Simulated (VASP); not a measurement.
# Sn (P6_3/mmc) in VASP: single point with PBEsol

Aim: the single point of Sn with PBEsol.

All numbers are computed with VASP 6.6.1; they aren't measurements. Logs are shortened: lines on timing, memory, paths and dates and some standing lists are left out, and cuts for length are marked.

### Step 1. The cell of the first run

It takes space group P6_3/mmc (No. 194, hexagonal). Conventional cell: a = 4.611 Å, b = 4.611 Å, c = 7.578 Å, α = 90.00°, β = 90.00°, γ = 120.00°. Sn (site symmetry 3m) has 4 Sn at 2.83 to 2.84 Å within 3.7 Å.

This isn't the form of Sn at room conditions, which is tetragonal (white tin).

### Step 2. Single point, PBEsol

Input file INCAR:

```
SYSTEM = Sn
PREC     = Accurate       ! precision mode
ENCUT    = 520            ! plane-wave cutoff, eV
EDIFF    = 1E-7           ! SCF threshold, eV
ISMEAR   = 0              ! smearing method
SIGMA    = 0.1            ! smearing width, eV
LREAL    = .False.        ! projectors in reciprocal space
LASPH    = .True.         ! aspherical terms in the spheres
NELM     = 60             ! most SCF steps
ALGO     = Fast           ! electronic algorithm
ISIF     = 2              ! what is computed and relaxed
LWAVE    = .False.        ! write WAVECAR
LCHARG   = .False.        ! write CHGCAR
GGA      = PS             ! functional
NBANDS   = 36             ! bands
```

Input file KPOINTS:

```
Automatic mesh
0
Gamma
  12 12 6
  0 0 0
```

Input file POSCAR:

```
Sn
1.0
    4.6107428372      0.0000002911      0.0000000000
   -2.3053716707      3.9930202818      0.0000000000
    0.0000000000      0.0000000000      7.5781872968
Sn
4
Direct
    0.0000000000      0.0000000000      0.0001138526
    0.0000000000      0.0000000000      0.3748861474
    0.3333333333      0.6666666667      0.5001138526
    0.3333333333      0.6666666667      0.8748861474
```

Potentials or basis: VASP PAW PBE potentials, release 64 (Sn_d).

Launch:

```sh
cat potpaw_PBE.64/Sn_d/POTCAR > POTCAR
mpirun -np 1 vasp_std > vasp.out
```

OUTCAR:

```text
SYSTEM = Sn
   PREC = Accurate
   ENCUT = 520
   EDIFF = 1E-7
   ISMEAR = 0
   LREAL = .False.
   LASPH = .True.
   NELM = 60
   ISIF = 2
   GGA = PS

 ion  position               nearest neighbor table
   1  0.000  0.000  0.000-   4 2.83   4 2.83   4 2.83   2 2.84
   2  0.000  0.000  0.375-   3 2.83   3 2.83   3 2.83   1 2.84
   3  0.333  0.667  0.500-   2 2.83   2 2.83   2 2.83   4 2.84
   4  0.333  0.667  0.875-   1 2.83   1 2.83   1 2.83   3 2.84

  LATTYP: Found a hexagonal cell.
 ALAT       =     4.6107428372
 C/A-ratio  =     1.6435935736

  Lattice vectors:

 A1 = (   4.6107428372,   0.0000002911,   0.0000000000)
 A2 = (  -2.3053716707,   3.9930202818,   0.0000000000)
 A3 = (   0.0000000000,   0.0000000000,   7.5781872968)

Analysis of symmetry for initial positions (statically):
=====================================================================
 Subroutine PRICEL returns:
 Original cell was already a primitive cell.

 Routine SETGRP: Setting up the symmetry group for a
 hexagonal supercell.

 Subroutine GETGRP returns: Found 24 space group operations
 (whereof  6 operations were pure point group operations)
 out of a pool of 24 trial point group operations.

The static configuration has the point symmetry C_3v.
 The point group associated with its full space group is D_6h.

Analysis of symmetry for dynamics (positions and initial velocities):
=====================================================================
 Subroutine PRICEL returns:
 Original cell was already a primitive cell.

 Routine SETGRP: Setting up the symmetry group for a
 hexagonal supercell.

 Subroutine GETGRP returns: Found 24 space group operations
 (whereof  6 operations were pure point group operations)
 out of a pool of 24 trial point group operations.

The dynamic configuration has the point symmetry C_3v.
 The point group associated with its full space group is D_6h.

 Subroutine INISYM returns: Found 24 space group operations
 (whereof  6 operations are pure point group operations),
 and found     1 'primitive' translations

----------------------------------------------------------------------------------------

                                     Primitive cell

  volume of cell :     139.5204

  direct lattice vectors                    reciprocal lattice vectors
     4.610742837  0.000000291  0.000000000     0.216884784  0.125218507  0.000000000
    -2.305371671  3.993020282  0.000000000    -0.000000016  0.250436986  0.000000000
     0.000000000  0.000000000  7.578187297     0.000000000  0.000000000  0.131957678

  length of vectors
     4.610742837  4.610742837  7.578187297     0.250436986  0.250436986  0.131957678

  position of ions in fractional coordinates (direct lattice)
     0.000000000  0.000000000  0.000113853
     0.000000000  0.000000000  0.374886147
     0.333333333  0.666666667  0.500113853
     0.333333333  0.666666667  0.874886147

  ion indices of the primitive-cell ions
   primitive index   ion index
                 1           1
                 2           2
                 3           3
                 4           4

----------------------------------------------------------------------------------------

 KPOINTS: Automatic mesh

Automatic generation of k-mesh.
 Grid dimensions read from file:
 generate k-points for:   12   12    6

 Generating k-lattice:

  Cartesian coordinates                     Fractional coordinates (reciprocal lattice)
     0.018073732  0.010434876  0.000000000     0.083333333  0.000000000  0.000000000
    -0.000000001  0.020869749  0.000000000     0.000000000  0.083333333  0.000000000
     0.000000000  0.000000000  0.021992946     0.000000000  0.000000000  0.166666667

  Length of vectors
     0.020869749  0.020869749  0.021992946

  Shift w.r.t. Gamma in fractional coordinates (k-lattice)
     0.000000000  0.000000000  0.000000000

 Subroutine IBZKPT returns following result:
 ===========================================

 Found     76 irreducible k-points:

 Following reciprocal coordinates:
            Coordinates               Weight
  0.000000  0.000000  0.000000      1.000000
  0.083333  0.000000  0.000000      6.000000
  0.166667 -0.000000  0.000000      6.000000
  0.250000  0.000000  0.000000      6.000000
  0.333333  0.000000  0.000000      6.000000
  0.416667  0.000000  0.000000      6.000000
[... 16 lines left out ...]
  0.250000  0.000000  0.166667     12.000000
  0.333333  0.000000  0.166667     12.000000
 [... further k-points ...]
   k-points           NKPTS =     76   k-points in BZ     NKDIM =     76   number of bands    NBANDS=     36
   number of dos      NEDOS =    301   number of ions     NIONS =      4
   total plane-waves  NPLWV =  72576
   dimension x,y,z NGX =    36 NGY =   36 NGZ =   56
   dimension x,y,z NGXF=    72 NGYF=   72 NGZF=  112
   ions per type =               4
   NGX,Y,Z   is equivalent  to a cutoff of  12.98, 12.98, 12.28 a.u.
   NGXF,Y,Z  is equivalent  to a cutoff of  25.96, 25.96, 24.57 a.u.
 SYSTEM =  Sn
   PREC   = accura    normal or accurate (medium, high low for compatibility)
   ISTART =      0    job   : 0-new  1-cont  2-samecut
   ICHARG =      2    charge: 1-file 2-atom 10-const
   ISPIN  =      1    spin polarized calculation?
   LNONCOLLINEAR =      F non collinear calculations
   LSORBIT =      F    spin-orbit coupling
   LASPH  =      T    aspherical Exc in radial PAW
   ENCUT  =  520.0 eV  38.22 Ry    6.18 a.u.   8.57  8.57 14.09*2*pi/ulx,y,z
   NELM   =     60;   NELMIN=  2; NELMDL= -5     # of ELM steps
   EDIFF  = 0.1E-06   stopping-criterion for ELM
   LREAL  =      F    real-space projection
   EDIFFG = 0.1E-05   stopping-criterion for IOM
   NSW    =      0    number of steps for IOM
   IBRION =     -1    ionic relax: 0-MD 1-quasi-New 2-CG
   NFREE  =      0    steps in history (QN), initial steepest desc. (CG)
   ISIF   =      2    stress and relaxation
   ISYM   =      2    0-nonsym 1-usesym 2-fastsym
   POTIM  = 0.5000    time-step for ionic-motion
   TEBEG  =    0.0;   TEEND  =   0.0 temperature during run
   PSTRESS=    0.0 pullay stress
   NELECT =      56.0000    total number of electrons
   NUPDOWN=      -1.0000    fix difference up-down
   EMIN   =  10.00;   EMAX   =-10.00  energy-range for DOS
   EFERMI =   0.00;   METHOD = LEGACY
   ISMEAR =     0;   SIGMA  =   0.10  broadening in eV -4-tet -1-fermi 0-gaus
   EFERMI_NEDOS =   21; number of points for ismear=-14 and -15
   IALGO  =     68    algorithm
   IMIX   =      4    mixing-type and parameters
     AMIX     =   0.40;   BMIX     =  1.00
     AMIX_MAG =   1.60;   BMIX_MAG =  1.00
  volume/ion in A,a.u.               =      34.88       235.38
  Fermi-wavevector in a.u.,A,eV,Ry     =   1.207605  2.282043 19.841511  1.458310
  Thomas-Fermi vector in A             =   2.343238
   LORBIT       =      0    0 simple, 1 ext, 2 COOP (PROOUT), +10 PAW based schemes
   GGA     = PS    functional components
   LHFCALC =     F    Hartree Fock is set to
   AEXX    =    0.0000 exact exchange contribution
   IVDW    =     0    specifies the selected vdW correction
   LEPSILON=     F    determine dielectric tensor
   LRPA    =     F    only Hartree local field effects (RPA)
 non-spin polarized calculation
 RMM-DIIS sequential band-by-band and
 Gauss-broadening in eV      SIGMA  =   0.10
  energy-cutoff  :      520.00
  volume of cell :      139.52
 maximum number of plane-waves:      3791
 NGX is ok and might be reduce to    36
   NGX = 17   NGY = 17   NGZ = 29

 number of electron      56.0000002 magnetization

 Free energy of the ion-electron system (eV)
  ---------------------------------------------------
  ext. energy  EPLUGINS =         0.00000000
  ---------------------------------------------------
  free energy    TOTEN  =       -16.87245339 eV

  energy without entropy =      -16.87158265  energy(sigma->0) =      -16.87201802

 E-fermi :   5.3541     XC(G=0):  -8.9675

 val. band max:        5.3347219683   @ k =   0.0833   0.0000   0.0000
 cond. band min:       5.4662266248   @ k =   0.0000   0.0000   0.0000
 fundamental gap:      0.1315046565
 Fermi energy:         5.3541412785

 k-point     1 :       0.0000    0.0000    0.0000
  band No.  band energies     occupation
      1     -16.3338      2.00000
      2     -16.3338      2.00000
      3     -16.2830      2.00000
      4     -16.2821      2.00000
      5     -16.2821      2.00000
      6     -16.2597      2.00000
[... 28 lines left out ...]
     35       9.0852      0.00000
     36      10.0031      0.00000

 k-point     2 :       0.0833    0.0000    0.0000
  band No.  band energies     occupation
      1     -16.3403      2.00000
      2     -16.3359      2.00000
      3     -16.2885      2.00000
      4     -16.2856      2.00000
      5     -16.2819      2.00000
      6     -16.2512      2.00000
[... 28 lines left out ...]
     35       9.3277      0.00000
     36      10.3627      0.00000

 k-point     3 :       0.1667   -0.0000    0.0000
  band No.  band energies     occupation
      1     -16.3515      2.00000
      2     -16.3405      2.00000
      3     -16.2997      2.00000
      4     -16.2937      2.00000
      5     -16.2800      2.00000
      6     -16.2377      2.00000
[... 28 lines left out ...]
     35       9.9588      0.00000
     36      10.1963      0.00000
[... 742 lines left out ...]
 k-point    23 :       0.2500    0.0000    0.1667
  band No.  band energies     occupation
      1     -16.3552      2.00000
      2     -16.3425      2.00000
      3     -16.3099      2.00000
      4     -16.3059      2.00000
      5     -16.2782      2.00000
      6     -16.2287      2.00000
[... 28 lines left out ...]
     35      10.4033      0.00000
     36      10.6220      0.00000

 k-point    24 :       0.3333    0.0000    0.1667
  band No.  band energies     occupation
      1     -16.3570      2.00000
      2     -16.3456      2.00000
      3     -16.3214      2.00000
      4     -16.3121      2.00000
      5     -16.2680      2.00000
      6     -16.2205      2.00000
[... 28 lines left out ...]
     35      10.9179      0.00000
     36      11.5221      0.00000

 [... further k-points ...]

------------------------ aborting loop because EDIFF is reached ----------------------------------------

  FORCE on cell =-STRESS in cart. coord.  units (eV):
  Direction    XX          YY          ZZ          XY          YZ          ZX
  --------------------------------------------------------------------------------------
  -------------------------------------------------------------------------------------
  Total       -0.0589714     -0.0589714     -0.0524040      0.0000000      0.0000000      0.0000000
  in kB       -0.6771955     -0.6771955     -0.6017797      0.0000000      0.0000000      0.0000000
  external PRESSURE =      -0.6520569 kB  Pullay stress =       0.0000000 kB

 VOLUME and BASIS-vectors are now :
 -----------------------------------------------------------------------------
  energy-cutoff  :      520.00
  volume of cell :      139.52
      direct lattice vectors                 reciprocal lattice vectors
     4.610742837  0.000000291  0.000000000     0.216884784  0.125218507  0.000000000
    -2.305371671  3.993020282  0.000000000    -0.000000016  0.250436986  0.000000000
     0.000000000  0.000000000  7.578187297     0.000000000  0.000000000  0.131957678

 POSITION                                       TOTAL-FORCE (eV/Angst)
 -----------------------------------------------------------------------------------
      0.00000      0.00000      0.00086        -0.000000     -0.000000      0.003044
      0.00000      0.00000      2.84096         0.000000     -0.000000     -0.003044
     -0.00000      2.66201      3.78996         0.000000      0.000000      0.003044
     -0.00000      2.66201      6.63005         0.000000      0.000000     -0.003044
 -----------------------------------------------------------------------------------
    total drift:                                0.000000     -0.000000     -0.000000

  FREE ENERGIE OF THE ION-ELECTRON SYSTEM (eV)
  ---------------------------------------------------
  free  energy   TOTEN  =       -16.8724533851 eV

  energy  without entropy=      -16.8715826507  energy(sigma->0) =      -16.87201802
```

Wall time 5.1 min (1 thread of Intel Xeon Platinum 8375C at 2.90GHz (Ice Lake), shared host); peak memory 0.43 GiB.

What came out:

- Free energy: -16.8725 eV
- Pressure: -0.1 GPa
- Largest force: 0.003 eV/Å
- Band gap on the k mesh: zero (bands 28 and 29 overlap by 0.06 eV)

Forces in eV/Å, atoms in the order of the input:
```
Sn   0.000  0.000  0.003
Sn   0.000  0.000 -0.003
Sn   0.000  0.000  0.003
Sn   0.000  0.000 -0.003
```

Caveat: the PAW data sets were made with another functional, which shifts forces and pressure a little; spin-orbit coupling is left out, which moves the levels of the heavy elements.
